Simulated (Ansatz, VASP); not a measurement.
# PbS in VASP and in Ansatz

```xyz
2
Lattice="0.0000 3.3010 3.3010 3.2475 0.0000 3.3010 3.2475 3.3010 0.0000" Properties=species:S:1:pos:R:3 pbc="T T T"
Pb    0.0000    0.0000    0.0000
S     1.6238    1.6505    1.6505
```

Change from the starting cell: uniaxial_x strain -1.6%.

Alike in both runs: task single point; functional r2SCAN; k mesh 6 × 6 × 6; no spin polarisation.

|  | VASP | Ansatz |
| --- | --- | --- |
| version | VASP 6.6.1 | Ansatz 0.2.0 |
| potentials or method | VASP PAW PBE potentials, release 64 (Pb_d, S) | plane waves, PAW |
| plane-wave cutoff (eV) | 520 | 500 |
| occupations | gaussian, width 0.01 eV | fixed |
| valence electrons in the cell | 20 | 20 |

```tsv
	VASP	Ansatz	Ansatz less VASP
gap on the k mesh at the Fermi level (eV)	0.97	0.97	0.000
pressure (GPa)	0.6	0.6	0.00
```

VASP's potentials were made for PBE, not for r2SCAN.

Spin-orbit coupling is off throughout.
